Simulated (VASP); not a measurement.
# Sc (Fm-3m) in VASP: further runs

Runs on Sc. Level: PBE. Tasks: single point, relaxation of cell and atoms.

Program: VASP 6.6.1. These are calculated values, not measurements. Logs are shortened: lines on timing, memory, paths and dates and some standing lists are left out, and cuts for length are marked.

## Step 1: The cell of the first run

Symmetry: Fm-3m, No. 225, cubic system. The conventional cell has a = 3.709 Å, b = 3.709 Å, c = 3.709 Å, α = 90.00°, β = 90.00°, γ = 90.00°. Sc (site symmetry m-3m) has 12 Sc at 2.62 Å within 3.5 Å.

This isn't the form of Sc at room conditions, which is hcp.

## Step 2: Single point, PBE (12.76 Å³/atom)

File INCAR:

```
SYSTEM = Sc
  PREC = Accurate
  ENCUT = 500
  EDIFF = 1E-6
  ISMEAR = -1
  SIGMA = 0.1
  LREAL = .FALSE.
  LASPH = .TRUE.
  NELM = 120
  ALGO = Normal
  ISIF = 2
  LWAVE = .FALSE.
  LCHARG = .FALSE.
  GGA = PE
  NBANDS = 12
  GGA_COMPAT = .FALSE.
```

File KPOINTS:

```
regular mesh
0
G
  18 18 18
  0 0 0
```

File POSCAR:

```
Sc
1.0
    0.0000000000      1.8545818896      1.8545818896
    1.8545818896      0.0000000000      1.8545818896
    1.8545818896      1.8545818896      0.0000000000
Sc
1
Direct
    0.0000000000      0.0000000000      0.0000000000
```

Potentials or basis: VASP PAW PBE potentials, release 64 (Sc_sv).

On the command line:

```sh
$ cat potpaw_PBE.64/Sc_sv/POTCAR > POTCAR
$ mpirun -np 1 vasp_std > vasp.out
```

OUTCAR:

```text
SYSTEM = Sc
   PREC = Accurate
   ENCUT = 500
   EDIFF = 1E-6
   ISMEAR = -1
   LREAL = .FALSE.
   LASPH = .TRUE.
   NELM = 120
   ISIF = 2
   GGA = PE

 ion  position               nearest neighbor table
   1  0.000  0.000  0.000-

  LATTYP: Found a face centered cubic cell.
 ALAT       =     3.7091637792

  Lattice vectors:

 A1 = (   0.0000000000,   1.8545818896,   1.8545818896)
 A2 = (   1.8545818896,   0.0000000000,   1.8545818896)
 A3 = (   1.8545818896,   1.8545818896,   0.0000000000)

Analysis of symmetry for initial positions (statically):
=====================================================================
 Subroutine PRICEL returns:
 Original cell was already a primitive cell.

 Routine SETGRP: Setting up the symmetry group for a
 face centered cubic supercell.

 Subroutine GETGRP returns: Found 48 space group operations
 (whereof 48 operations were pure point group operations)
 out of a pool of 48 trial point group operations.

The static configuration has the point symmetry O_h .

Analysis of symmetry for dynamics (positions and initial velocities):
=====================================================================
 Subroutine PRICEL returns:
 Original cell was already a primitive cell.

 Routine SETGRP: Setting up the symmetry group for a
 face centered cubic supercell.

 Subroutine GETGRP returns: Found 48 space group operations
 (whereof 48 operations were pure point group operations)
 out of a pool of 48 trial point group operations.

The dynamic configuration has the point symmetry O_h .

 Subroutine INISYM returns: Found 48 space group operations
 (whereof 48 operations are pure point group operations),
 and found     1 'primitive' translations

----------------------------------------------------------------------------------------

                                     Primitive cell

  volume of cell :      12.7576

  direct lattice vectors                    reciprocal lattice vectors
     0.000000000  1.854581890  1.854581890    -0.269602546  0.269602546  0.269602546
     1.854581890  0.000000000  1.854581890     0.269602546 -0.269602546  0.269602546
     1.854581890  1.854581890  0.000000000     0.269602546  0.269602546 -0.269602546

  length of vectors
     2.622774861  2.622774861  2.622774861     0.466965308  0.466965308  0.466965308

  position of ions in fractional coordinates (direct lattice)
     0.000000000  0.000000000  0.000000000

  ion indices of the primitive-cell ions
   primitive index   ion index
                 1           1

----------------------------------------------------------------------------------------

 KPOINTS: regular mesh

Automatic generation of k-mesh.
 Grid dimensions read from file:
 generate k-points for:   18   18   18

 Generating k-lattice:

  Cartesian coordinates                     Fractional coordinates (reciprocal lattice)
    -0.014977919  0.014977919  0.014977919     0.055555556  0.000000000  0.000000000
     0.014977919 -0.014977919  0.014977919     0.000000000  0.055555556  0.000000000
     0.014977919  0.014977919 -0.014977919     0.000000000  0.000000000  0.055555556

  Length of vectors
     0.025942517  0.025942517  0.025942517

  Shift w.r.t. Gamma in fractional coordinates (k-lattice)
     0.000000000  0.000000000  0.000000000

 Subroutine IBZKPT returns following result:
 ===========================================

 Found    195 irreducible k-points:

 Following reciprocal coordinates:
            Coordinates               Weight
  0.000000  0.000000  0.000000      1.000000
  0.055556  0.000000  0.000000      8.000000
  0.111111  0.000000  0.000000      8.000000
  0.166667  0.000000  0.000000      8.000000
  0.222222  0.000000  0.000000      8.000000
  0.277778  0.000000  0.000000      8.000000
[... 16 lines left out ...]
 -0.277778  0.055556  0.000000     24.000000
 -0.222222  0.055556  0.000000     24.000000
 [... further k-points ...]
   k-points           NKPTS =    195   k-points in BZ     NKDIM =    195   number of bands    NBANDS=     12
   number of dos      NEDOS =    301   number of ions     NIONS =      1
   total plane-waves  NPLWV =   8000
   dimension x,y,z NGX =    20 NGY =   20 NGZ =   20
   dimension x,y,z NGXF=    40 NGYF=   40 NGZF=   40
   ions per type =               1
   NGX,Y,Z   is equivalent  to a cutoff of  12.68, 12.68, 12.68 a.u.
   NGXF,Y,Z  is equivalent  to a cutoff of  25.35, 25.35, 25.35 a.u.
 SYSTEM =  Sc
   PREC   = accura    normal or accurate (medium, high low for compatibility)
   ISTART =      0    job   : 0-new  1-cont  2-samecut
   ICHARG =      2    charge: 1-file 2-atom 10-const
   ISPIN  =      1    spin polarized calculation?
   LNONCOLLINEAR =      F non collinear calculations
   LSORBIT =      F    spin-orbit coupling
   LASPH  =      T    aspherical Exc in radial PAW
   ENCUT  =  500.0 eV  36.75 Ry    6.06 a.u.   4.78  4.78  4.78*2*pi/ulx,y,z
   NELM   =    120;   NELMIN=  2; NELMDL= -5     # of ELM steps
   EDIFF  = 0.1E-05   stopping-criterion for ELM
   LREAL  =      F    real-space projection
   EDIFFG = 0.1E-04   stopping-criterion for IOM
   NSW    =      0    number of steps for IOM
   IBRION =     -1    ionic relax: 0-MD 1-quasi-New 2-CG
   NFREE  =      0    steps in history (QN), initial steepest desc. (CG)
   ISIF   =      2    stress and relaxation
   ISYM   =      2    0-nonsym 1-usesym 2-fastsym
   POTIM  = 0.5000    time-step for ionic-motion
   TEBEG  =    0.0;   TEEND  =   0.0 temperature during run
   PSTRESS=    0.0 pullay stress
   NELECT =      11.0000    total number of electrons
   NUPDOWN=      -1.0000    fix difference up-down
   EMIN   =  10.00;   EMAX   =-10.00  energy-range for DOS
   EFERMI =   0.00;   METHOD = LEGACY
   ISMEAR =    -1;   SIGMA  =   0.10  broadening in eV -4-tet -1-fermi 0-gaus
   EFERMI_NEDOS =   21; number of points for ismear=-14 and -15
   IALGO  =     38    algorithm
   IMIX   =      4    mixing-type and parameters
     AMIX     =   0.40;   BMIX     =  1.00
     AMIX_MAG =   1.60;   BMIX_MAG =  1.00
  volume/ion in A,a.u.               =      12.76        86.09
  Fermi-wavevector in a.u.,A,eV,Ry     =   1.558176  2.944525 33.033734  2.427911
  Thomas-Fermi vector in A             =   2.661718
   LORBIT       =      0    0 simple, 1 ext, 2 COOP (PROOUT), +10 PAW based schemes
   GGA     = PE    functional components
   LHFCALC =     F    Hartree Fock is set to
   AEXX    =    0.0000 exact exchange contribution
   IVDW    =     0    specifies the selected vdW correction
   LEPSILON=     F    determine dielectric tensor
   LRPA    =     F    only Hartree local field effects (RPA)
 non-spin polarized calculation
  energy-cutoff  :      500.00
  volume of cell :       12.76
 maximum number of plane-waves:       332
   NGX =  9   NGY =  9   NGZ =  9

 number of electron      11.0000004 magnetization

 Free energy of the ion-electron system (eV)
  ---------------------------------------------------
  ext. energy  EPLUGINS =         0.00000000
  ---------------------------------------------------
  free energy    TOTEN  =        -4.04105790 eV

  energy without entropy =       -4.00867397  energy(sigma->0) =       -4.02486594

 E-fermi :   8.5558     XC(G=0): -12.9067

 val. band max:        8.5550202548   @ k =  -0.3333   0.2778   0.0000
 cond. band min:       8.5644740597   @ k =   0.2778   0.2222   0.0556
 fundamental gap:      0.0094538050
 Fermi energy:         8.5557976193

 k-point     1 :       0.0000    0.0000    0.0000
  band No.  band energies     occupation
      1     -39.9242      2.00000
      2     -16.9250      2.00000
      3     -16.9250      2.00000
      4     -16.9250      2.00000
      5       3.4601      2.00000
      6      10.8166      0.00000
      7      10.8166      0.00000
      8      10.8166      0.00000
      9      13.9028      0.00000
     10      13.9028      0.00000
     11      25.3612      0.00000
     12      31.8573      0.00000

 k-point     2 :       0.0556    0.0000    0.0000
  band No.  band energies     occupation
      1     -39.9029      2.00000
      2     -17.0213      2.00000
      3     -16.9352      2.00000
      4     -16.9352      2.00000
      5       3.6162      2.00000
      6      10.6942      0.00000
      7      10.8826      0.00000
      8      10.8826      0.00000
      9      13.8429      0.00000
     10      13.8429      0.00000
     11      25.6229      0.00000
     12      30.8517      0.00000

 k-point     3 :       0.1111    0.0000    0.0000
  band No.  band energies     occupation
      1     -39.8411      2.00000
      2     -17.2935      2.00000
      3     -16.9644      2.00000
      4     -16.9644      2.00000
      5       4.0571      2.00000
      6      10.3805      0.00000
      7      11.0534      0.00000
      8      11.0534      0.00000
      9      13.7054      0.00000
     10      13.7054      0.00000
     11      26.3191      0.00000
     12      29.1884      0.00000
[... 286 lines left out ...]
 k-point    23 :      -0.2778    0.0556    0.0000
  band No.  band energies     occupation
      1     -39.4385      2.00000
      2     -18.8161      2.00000
      3     -17.2383      2.00000
      4     -17.1075      2.00000
      5       6.1274      2.00000
      6       9.8885      0.00000
      7      10.9681      0.00000
      8      11.1499      0.00000
      9      13.9307      0.00000
     10      14.9497      0.00000
     11      24.8625      0.00000
     12      27.9803      0.00000

 k-point    24 :      -0.2222    0.0556    0.0000
  band No.  band energies     occupation
      1     -39.5675      2.00000
      2     -18.3482      2.00000
      3     -17.1796      2.00000
      4     -17.0493      2.00000
      5       5.7101      2.00000
      6       9.6443      0.00004
      7      11.1936      0.00000
      8      11.3540      0.00000
      9      13.3988      0.00000
     10      14.3965      0.00000
     11      25.8623      0.00000
     12      28.2744      0.00000

 [... further k-points ...]
[... 5 lines left out ...]
  --------------------------------------------------------------------------------------
  -------------------------------------------------------------------------------------
  Total        7.1848201      7.1848201      7.1848201     -0.0000000      0.0000000      0.0000000
  in kB      902.3155557    902.3155557    902.3155557     -0.0000000      0.0000000      0.0000000
  external PRESSURE =     902.3155557 kB  Pullay stress =       0.0000000 kB

 VOLUME and BASIS-vectors are now :
 -----------------------------------------------------------------------------
  energy-cutoff  :      500.00
  volume of cell :       12.76
      direct lattice vectors                 reciprocal lattice vectors
     0.000000000  1.854581890  1.854581890    -0.269602546  0.269602546  0.269602546
     1.854581890  0.000000000  1.854581890     0.269602546 -0.269602546  0.269602546
     1.854581890  1.854581890  0.000000000     0.269602546  0.269602546 -0.269602546

 POSITION                                       TOTAL-FORCE (eV/Angst)
 -----------------------------------------------------------------------------------
      0.00000      0.00000      0.00000        -0.000000      0.000000     -0.000000
 -----------------------------------------------------------------------------------
    total drift:                                0.000000      0.000000      0.000000

  FREE ENERGIE OF THE ION-ELECTRON SYSTEM (eV)
  ---------------------------------------------------
  free  energy   TOTEN  =        -4.0410578996 eV

  energy  without entropy=       -4.0086739744  energy(sigma->0) =       -4.02486594
```

Run time: 10 s. Hardware: 1 thread of Intel Xeon 6975P-C (Granite Rapids), shared host; peak memory 0.14 GiB.

What came out:

```yaml
Free_energy: -4.0411 eV
Pressure: 90.2 GPa
Band_gap_on_the_k_mesh: zero (an odd number of electrons rules out a gap without spin polarisation)
```

Levels at points of the mesh, in eV from the Fermi level:
| k point | band 1 | band 2 | band 3 | band 4 | band 5 | band 6 | band 7 | band 8 | band 9 | band 10 |
| --- | --- | --- | --- | --- | --- | --- | --- | --- | --- | --- |
| (0.00, 0.00, 0.00) | -48.48 | -25.48 | -25.48 | -25.48 | -5.10 | 2.26 | 2.26 | 2.26 | 5.35 | 5.35 |
| (0.50, 0.00, 0.00) | -47.73 | -28.33 | -25.81 | -25.81 | -2.58 | 1.94 | 1.94 | 3.57 | 7.43 | 7.43 |
| (0.50, 0.50, 0.00) | -47.49 | -28.08 | -26.43 | -26.43 | -3.58 | -2.29 | 6.79 | 7.43 | 8.00 | 8.00 |

Caveat: the cell stands under pressure.

## Step 3: Relaxation of cell and atoms, PBE

This run uses another cell than the first one, of 24.73 Å³/atom.

File INCAR:

```
SYSTEM = Sc
  ALGO = Normal
  EDIFF = 1E-7
  EDIFFG = -0.005
  ENCUT = 500
  GGA = PE
  GGA_COMPAT = .False.
  IBRION = 2
  ISIF = 3
  ISMEAR = -1
  LASPH = .True.
  LCHARG = .False.
  LREAL = .False.
  LWAVE = .False.
  NELM = 120
  NELMIN = 4
  NSW = 60
  PREC = Accurate
  SIGMA = 0.1
```

File KPOINTS:

```
k-points
0
Gamma
  15 15 15
  0 0 0
```

File POSCAR:

```
Sc
1.0
    0.0000000000      2.3125339659      2.3125339659
    2.3125339659      0.0000000000      2.3125339659
    2.3125339659      2.3125339659      0.0000000000
Sc
1
Direct
    0.0000000000      0.0000000000      0.0000000000
```

Potentials or basis: VASP PAW PBE potentials, release 64 (Sc_sv).

On the command line:

```sh
$ cat potpaw_PBE.64/Sc_sv/POTCAR > POTCAR
$ mpirun -np 1 vasp_std > vasp.out
```

Wall time 13 s (1 thread of Intel Xeon 6975P-C (Granite Rapids), shared host); peak memory 0.16 GiB.

The run converged. Its results:

- Free energy: -6.2333 eV
- Relaxed volume: 24.78 Å³/atom
- Relaxed cell: a = 3.273 Å, b = 3.273 Å, c = 3.273 Å, α = 60.00°, β = 60.00°, γ = 60.00°
- Space group after relaxing (to 0.1 Å): Fm-3m (No. 225)
- Energy gained by relaxing: 0.0 meV/atom
- Ionic steps: 2
- Pressure after relaxing: 0.0 GPa
- Band gap on the k mesh: zero (an odd number of electrons rules out a gap without spin polarisation)

Final structure:
```
Sc
1.0
     0.00000    2.31406    2.31406
     2.31406    0.00000    2.31406
     2.31406    2.31406    0.00000
Sc
1
Direct
  0.00000 0.00000 0.00000
```

Levels at points of the mesh, in eV from the Fermi level:
```
           k point  band 1  band 2  band 3  band 4  band 5  band 6  band 7  band 8  band 9
(0.00, 0.00, 0.00)  -49.45  -27.87  -27.87  -27.87   -5.18    1.57    1.57    1.57    2.94
```
